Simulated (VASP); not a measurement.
Set up this calculation in VASP 6.6.1, as the native input.

```yaml
Task: single point
Functional: PBE
Potentials_or_basis: VASP PAW PBE potentials, release 64 (K_sv, F)
Cutoff: 520 eV
k_mesh: 8 × 8 × 8
Occupations: gaussian, width 0.05 eV
Spin: no spin polarisation
Dipole_correction: no
Further_INCAR_settings: ALGO = Normal; EDIFF = 1e-06; NBANDS = 15
```

The structure of KF lies in POSCAR:

```
KF
1.0
    0.1453222323      2.7559012549      2.7559012549
    2.7559012549      0.1453222323      2.7559012549
    2.7559012549      2.7559012549      0.1453222323
K F
1 1
Direct
    0.0000000000      0.0000000000      0.0000000000
    0.5000000000      0.5000000000      0.5000000000
```

These files were run (other wordings do the same):

INCAR

```
PREC = Accurate
ENCUT = 520
EDIFF = 1E-6
ISMEAR = 0
SIGMA = 0.05
LREAL = F
LASPH = T
NELM = 80
ALGO = Normal
ISIF = 2
LWAVE = F
LCHARG = F
GGA = PE
NBANDS = 15
```

KPOINTS

```
regular mesh
0
Gamma
  8 8 8
```

Potentials or basis: VASP PAW PBE potentials, release 64 (K_sv, F).

Launch:

```console
$ cat potpaw_PBE.64/K_sv/POTCAR potpaw_PBE.64/F/POTCAR > POTCAR
$ mpirun -np 1 vasp_std > vasp.out
```

Results of the run:

| Property | Result |
| --- | --- |
| Pressure | 0.9 GPa |
| Band gap on the k mesh | 6.05 eV |

It took 67 s on 1 thread of Intel Xeon 8259CL, on a shared host, peak memory 0.19 GiB.
